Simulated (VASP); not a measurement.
# Cd (P6_3/mmc) in VASP: a series of runs, part 2 of 3

VASP 6.6.1. Earlier steps stand in the parts before.

## (4) Electric field gradients, PBE (equal xx and yy strain of -1 %)

The input, INCAR:

```
  PREC = Accurate
  ENCUT = 520
  EDIFF = 1E-8
  ISMEAR = -1
  SIGMA = 0.05
  LREAL = F
  LASPH = T
  NELM = 60
  ALGO = Normal
  ISIF = 2
  LWAVE = F
  LCHARG = F
  GGA = PE
  LEFG = T
  NBANDS = 19
```

The input, KPOINTS:

```
regular mesh
0
Gamma
  14 14 7
```

The input, POSCAR:

```
Cd
1.0
    2.9490837830      0.0000000000      0.0000000000
   -1.4745418915      2.5539814739      0.0000000000
    0.0000000000      0.0000000000      5.6176500000
Cd
2
Direct
    0.3333333333      0.6666666667      0.2500000000
    0.6666666667      0.3333333333      0.7500000000
```

Potentials or basis: VASP PAW PBE potentials, release 64 (Cd).

Started as:

```console
cat potpaw_PBE.64/Cd/POTCAR > POTCAR
mpirun -np 1 vasp_std > vasp.out
```

OUTCAR:

```text
PREC = Accurate
   ENCUT = 520
   EDIFF = 1E-8
   ISMEAR = -1
   LREAL = F
   LASPH = T
   NELM = 60
   ISIF = 2
   GGA = PE

 ion  position               nearest neighbor table
   1  0.333  0.667  0.250-   2 3.28   2 3.28   2 3.28   2 3.28   2 3.28   2 3.28
   2  0.667  0.333  0.750-   1 3.28   1 3.28   1 3.28   1 3.28   1 3.28   1 3.28

  LATTYP: Found a hexagonal cell.
 ALAT       =     2.9490837830
 C/A-ratio  =     1.9048797570

  Lattice vectors:

 A1 = (   2.9490837830,   0.0000000000,   0.0000000000)
 A2 = (  -1.4745418915,   2.5539814739,   0.0000000000)
 A3 = (   0.0000000000,   0.0000000000,   5.6176500000)

Analysis of symmetry for initial positions (statically):
=====================================================================
 Subroutine PRICEL returns:
 Original cell was already a primitive cell.

 Routine SETGRP: Setting up the symmetry group for a
 hexagonal supercell.

 Subroutine GETGRP returns: Found 24 space group operations
 (whereof 12 operations were pure point group operations)
 out of a pool of 24 trial point group operations.

The static configuration has the point symmetry D_3d.
 The point group associated with its full space group is D_6h.

Analysis of symmetry for dynamics (positions and initial velocities):
=====================================================================
 Subroutine PRICEL returns:
 Original cell was already a primitive cell.

 Routine SETGRP: Setting up the symmetry group for a
 hexagonal supercell.

 Subroutine GETGRP returns: Found 24 space group operations
 (whereof 12 operations were pure point group operations)
 out of a pool of 24 trial point group operations.
[... 158 lines left out ...]
  band No.  band energies     occupation
      1      -6.8749      2.00000
      2      -6.6125      2.00000
      3      -6.1985      2.00000
      4      -6.1985      2.00000
      5      -6.1475      2.00000
      6      -6.1475      2.00000
[... 505 lines left out ...]
      6      -5.9648      2.00000
[... 11 lines left out ...]
     18       9.2177      0.00000
     19      11.1863      0.00000

 [... further k-points ...]

------------------------ aborting loop because EDIFF is reached ----------------------------------------

  FORCE on cell =-STRESS in cart. coord.  units (eV):
  Direction    XX          YY          ZZ          XY          YZ          ZX
  --------------------------------------------------------------------------------------
  -------------------------------------------------------------------------------------
  Total        1.5322361      1.5322361      0.8113490      0.0000000      0.0000000      0.0000000
  in kB       58.0198688     58.0198688     30.7226562      0.0000000      0.0000000      0.0000000
  external PRESSURE =      48.9207979 kB  Pullay stress =       0.0000000 kB

 VOLUME and BASIS-vectors are now :
 -----------------------------------------------------------------------------
  energy-cutoff  :      520.00
  volume of cell :       42.31
      direct lattice vectors                 reciprocal lattice vectors
     2.949083783  0.000000000  0.000000000     0.339088366  0.195772759  0.000000000
    -1.474541891  2.553981474  0.000000000     0.000000000  0.391545518  0.000000000
     0.000000000  0.000000000  5.617650000     0.000000000  0.000000000  0.178010378

 POSITION                                       TOTAL-FORCE (eV/Angst)
 -----------------------------------------------------------------------------------
     -0.00000      1.70265      1.40441         0.000000     -0.000000     -0.000000
      1.47454      0.85133      4.21324        -0.000000      0.000000      0.000000
 -----------------------------------------------------------------------------------
    total drift:                               -0.000000      0.000000      0.000000

  FREE ENERGIE OF THE ION-ELECTRON SYSTEM (eV)
  ---------------------------------------------------
  free  energy   TOTEN  =        -1.4345740793 eV

  energy  without entropy=       -1.4279769721  energy(sigma->0) =       -1.43127553

 Electric field gradients (V/A^2)
---------------------------------------------------------------------
 ion       V_xx      V_yy      V_zz      V_xy      V_xz      V_yz
---------------------------------------------------------------------
   1     -45.748   -45.746    91.494     0.001     0.000    -0.000
   2     -45.748   -45.746    91.494     0.001    -0.000     0.000
---------------------------------------------------------------------

 Electric field gradients after diagonalization (V/A^2)
 (convention: |V_zz| > |V_xx| > |V_yy|)
----------------------------------------------------------------------
 ion       V_xx      V_yy      V_zz     asymmetry (V_yy - V_xx)/ V_zz
----------------------------------------------------------------------
   1     -45.749   -45.745    91.494       0.000
   2     -45.749   -45.745    91.494       0.000
----------------------------------------------------------------------

           NMR quadrupolar parameters

 Cq : quadrupolar parameter    Cq=e*Q*V_zz/h
 eta: asymmetry parameters     (V_yy - V_xx)/ V_zz
 Q  : nuclear electric quadrupole moment in mb (millibarn)
----------------------------------------------------------------------
 ion       Cq(MHz)       eta       Q (mb)
----------------------------------------------------------------------
   1       0.221       0.000       1.000
   2       0.221       0.000       1.000
----------------------------------------------------------------------
```

OSZICAR:

```text
N       E                     dE             d eps       ncg     rms          rms(c)
DAV:   1     0.177597572948E+03    0.17760E+03   -0.13239E+04  3648   0.128E+03
DAV:   2     0.256211294507E+01   -0.17504E+03   -0.16876E+03  3783   0.336E+02
DAV:   3    -0.153614090034E+01   -0.40983E+01   -0.40900E+01  4195   0.588E+01
DAV:   4    -0.154356343965E+01   -0.74225E-02   -0.74218E-02  4032   0.234E+00
DAV:   5    -0.154358552676E+01   -0.22087E-04   -0.22087E-04  3996   0.126E-01    0.480E+00
DAV:   6    -0.143984963242E+01    0.10374E+00   -0.24954E-01  4011   0.611E+00    0.376E+00
DAV:   7    -0.143437818935E+01    0.54714E-02   -0.29827E-02  4065   0.168E+00    0.169E+00
DAV:   8    -0.143449629153E+01   -0.11810E-03   -0.37856E-03  3909   0.757E-01    0.936E-02
DAV:   9    -0.143453132278E+01   -0.35031E-04   -0.20990E-05  4182   0.494E-02    0.411E-02
DAV:  10    -0.143457433897E+01   -0.43016E-04   -0.36151E-05  3915   0.567E-02    0.432E-03
DAV:  11    -0.143457427048E+01    0.68495E-07   -0.67711E-08  4053   0.260E-03    0.182E-03
DAV:  12    -0.143457405412E+01    0.21636E-06   -0.17807E-08  3268   0.111E-03    0.469E-04
DAV:  13    -0.143457407081E+01   -0.16686E-07   -0.43619E-10  2082   0.231E-04    0.126E-04
DAV:  14    -0.143457407930E+01   -0.84933E-08   -0.84168E-11  2013   0.851E-05
   1 F= -.14345741E+01 E0= -.14312755E+01  d E =-.659711E-02
```

stdout:

```text
POSCAR found type information on POSCAR Cd
 POSCAR found :  1 types and       2 ions
 scaLAPACK will be used
 LDA part: xc-table for (Slater+PW92), standard interpolation
 POSCAR, INCAR and KPOINTS ok, starting setup
 FFT: planning ... GRIDC
 FFT: planning ... GRID_SOFT
 FFT: planning ... GRID
 WAVECAR not read
 entering main loop
ion   1

ion   2
```

Run time: 58 s. Hardware: 1 thread of Intel Xeon Platinum 8488C (Sapphire Rapids), shared host; peak memory 0.2 GiB.

What came out:

| Item | Value |
| --- | --- |
| Free energy | -1.4346 eV |
| Pressure | 4.9 GPa |
| Band gap on the k mesh | zero (band 12 reaches 4.52 eV, above the bottom of band 13 at 0.00 eV) |

Levels at points of the mesh, in eV from the Fermi level:
```csv
k point,band 9,band 10,band 11,band 12,band 13,band 14,band 15,band 16
"(0.00, 0.00, 0.00)",-8.80,-8.55,-8.55,-3.21,-3.16,10.38,14.59,14.81
"(0.50, 0.00, 0.00)",-8.26,-8.24,-2.40,-1.84,1.95,3.01,3.22,5.25
```

Electric field gradients, principal values (V/Å²):
```tsv
atom	least	middle	greatest (by size)
1 Cd	-45.745	-45.749	91.494
2 Cd	-45.745	-45.749	91.494
```

Caveat: the cell differs from its parent crystal (equal xx and yy strain of -1 %); without QUAD_EFG the Cq values of the log hold for a quadrupole moment of 1 mb, not for the nuclei.

## (5) Electric field gradients, PBE (equal xx and yy strain of +2 %)

The input, INCAR:

```
SYSTEM = Cd
PREC = Accurate
ENCUT = 520
EDIFF = 1E-8
ISMEAR = -1
SIGMA = 0.05
LREAL = .False.
LASPH = .True.
NELM = 80
ALGO = Normal
ISIF = 2
LWAVE = .False.
LCHARG = .False.
GGA = PE
LEFG = .True.
NBANDS = 19
```

The input, KPOINTS:

```
regular mesh
0
Gamma
  14 14 7
  0 0 0
```

The input, POSCAR:

```
Cd
1.0
    3.0384499583      0.0000000000      0.0000000000
   -1.5192249791      2.6313748519      0.0000000000
    0.0000000000      0.0000000000      5.6176500000
Cd
2
Direct
    0.3333333333      0.6666666667      0.2500000000
    0.6666666667      0.3333333333      0.7500000000
```

Potentials or basis: VASP PAW PBE potentials, release 64 (Cd).

Started as:

```console
cat potpaw_PBE.64/Cd/POTCAR > POTCAR
mpirun -np 1 vasp_std > vasp.out
```

OUTCAR:

```text
SYSTEM = Cd
   PREC = Accurate
   ENCUT = 520
   EDIFF = 1E-8
   ISMEAR = -1
   LREAL = .False.
   LASPH = .True.
   NELM = 80
   ISIF = 2
   GGA = PE

 ion  position               nearest neighbor table
   1  0.333  0.667  0.250-   2 3.31   2 3.31   2 3.31   2 3.31   2 3.31   2 3.31
   2  0.667  0.333  0.750-   1 3.31   1 3.31   1 3.31   1 3.31   1 3.31   1 3.31

  LATTYP: Found a hexagonal cell.
 ALAT       =     3.0384499583
 C/A-ratio  =     1.8488538818

  Lattice vectors:

 A1 = (   3.0384499583,   0.0000000000,   0.0000000000)
 A2 = (  -1.5192249791,   2.6313748519,   0.0000000000)
 A3 = (   0.0000000000,   0.0000000000,   5.6176500000)

Analysis of symmetry for initial positions (statically):
=====================================================================
 Subroutine PRICEL returns:
 Original cell was already a primitive cell.

 Routine SETGRP: Setting up the symmetry group for a
 hexagonal supercell.

 Subroutine GETGRP returns: Found 24 space group operations
 (whereof 12 operations were pure point group operations)
 out of a pool of 24 trial point group operations.

The static configuration has the point symmetry D_3d.
 The point group associated with its full space group is D_6h.

Analysis of symmetry for dynamics (positions and initial velocities):
=====================================================================
 Subroutine PRICEL returns:
 Original cell was already a primitive cell.

 Routine SETGRP: Setting up the symmetry group for a
 hexagonal supercell.

 Subroutine GETGRP returns: Found 24 space group operations
 (whereof 12 operations were pure point group operations)
[... 159 lines left out ...]
  band No.  band energies     occupation
      1      -7.0001      2.00000
      2      -6.7336      2.00000
      3      -6.4488      2.00000
      4      -6.4488      2.00000
      5      -6.3976      2.00000
      6      -6.3976      2.00000
[... 505 lines left out ...]
      6      -6.2447      2.00000
[... 11 lines left out ...]
     18       8.4984      0.00000
     19      10.5689      0.00000

 [... further k-points ...]

------------------------ aborting loop because EDIFF is reached ----------------------------------------

  FORCE on cell =-STRESS in cart. coord.  units (eV):
  Direction    XX          YY          ZZ          XY          YZ          ZX
  --------------------------------------------------------------------------------------
  -------------------------------------------------------------------------------------
  Total        0.2545727      0.2545727      0.2151368      0.0000000     -0.0000000      0.0000000
  in kB        9.0809829      9.0809829      7.6742485      0.0000000     -0.0000000      0.0000000
  external PRESSURE =       8.6120715 kB  Pullay stress =       0.0000000 kB

 VOLUME and BASIS-vectors are now :
 -----------------------------------------------------------------------------
  energy-cutoff  :      520.00
  volume of cell :       44.91
      direct lattice vectors                 reciprocal lattice vectors
     3.038449958  0.000000000  0.000000000     0.329115178  0.190014737  0.000000000
    -1.519224979  2.631374852  0.000000000     0.000000000  0.380029474  0.000000000
     0.000000000  0.000000000  5.617650000     0.000000000  0.000000000  0.178010378

 POSITION                                       TOTAL-FORCE (eV/Angst)
 -----------------------------------------------------------------------------------
     -0.00000      1.75425      1.40441        -0.000000      0.000000      0.000000
      1.51922      0.87712      4.21324         0.000000     -0.000000      0.000000
 -----------------------------------------------------------------------------------
    total drift:                               -0.000000      0.000000      0.000000

  FREE ENERGIE OF THE ION-ELECTRON SYSTEM (eV)
  ---------------------------------------------------
  free  energy   TOTEN  =        -1.4855421051 eV

  energy  without entropy=       -1.4794203269  energy(sigma->0) =       -1.48248122

 Electric field gradients (V/A^2)
---------------------------------------------------------------------
 ion       V_xx      V_yy      V_zz      V_xy      V_xz      V_yz
---------------------------------------------------------------------
   1     -32.087   -32.088    64.175    -0.000     0.000    -0.000
   2     -32.087   -32.088    64.175    -0.000    -0.000     0.000
---------------------------------------------------------------------

 Electric field gradients after diagonalization (V/A^2)
 (convention: |V_zz| > |V_xx| > |V_yy|)
----------------------------------------------------------------------
 ion       V_xx      V_yy      V_zz     asymmetry (V_yy - V_xx)/ V_zz
----------------------------------------------------------------------
   1     -32.088   -32.087    64.175       0.000
   2     -32.088   -32.087    64.175       0.000
----------------------------------------------------------------------

           NMR quadrupolar parameters

 Cq : quadrupolar parameter    Cq=e*Q*V_zz/h
 eta: asymmetry parameters     (V_yy - V_xx)/ V_zz
 Q  : nuclear electric quadrupole moment in mb (millibarn)
----------------------------------------------------------------------
 ion       Cq(MHz)       eta       Q (mb)
----------------------------------------------------------------------
   1       0.155       0.000       1.000
   2       0.155       0.000       1.000
----------------------------------------------------------------------
```

stdout:

```text
POSCAR found type information on POSCAR Cd
 POSCAR found :  1 types and       2 ions
 scaLAPACK will be used
 LDA part: xc-table for (Slater+PW92), standard interpolation
 POSCAR, INCAR and KPOINTS ok, starting setup
 FFT: planning ... GRIDC
 FFT: planning ... GRID_SOFT
 FFT: planning ... GRID
 WAVECAR not read
 entering main loop
ion   1

ion   2
```

Wall time 58 s (1 thread of Intel Xeon Platinum 8488C (Sapphire Rapids), shared host); peak memory 0.2 GiB.

Results:

```yaml
Free_energy: -1.4855 eV
Pressure: 0.9 GPa
Band_gap_on_the_k_mesh: zero (band 12 reaches 3.87 eV, above the bottom of band 13 at -0.10 eV)
```

Stress tensor (GPa, compression positive):
```
0.91 0.00 0.00
0.00 0.91 0.00
0.00 0.00 0.77
```

Levels at points of the mesh, in eV from the Fermi level:
```csv
k point,band 8,band 9,band 10,band 11,band 12,band 13,band 14,band 15,band 16,band 17
"(0.00, 0.00, 0.00)",-8.74,-8.65,-8.48,-8.48,-2.88,-2.83,10.81,14.08,14.09,14.09
"(0.50, 0.00, 0.00)",-8.50,-8.26,-8.24,-2.32,-1.96,1.98,2.96,3.01,5.14,7.94
```

Electric field gradients, principal values (V/Å²):
| atom | least | middle | greatest (by size) |
| --- | --- | --- | --- |
| 1 Cd | -32.087 | -32.088 | 64.175 |
| 2 Cd | -32.087 | -32.088 | 64.175 |

Caveat: the cell differs from its parent crystal (equal xx and yy strain of +2 %); without QUAD_EFG the Cq values of the log hold for a quadrupole moment of 1 mb, not for the nuclei.

(Continued in part 3 of 3.)
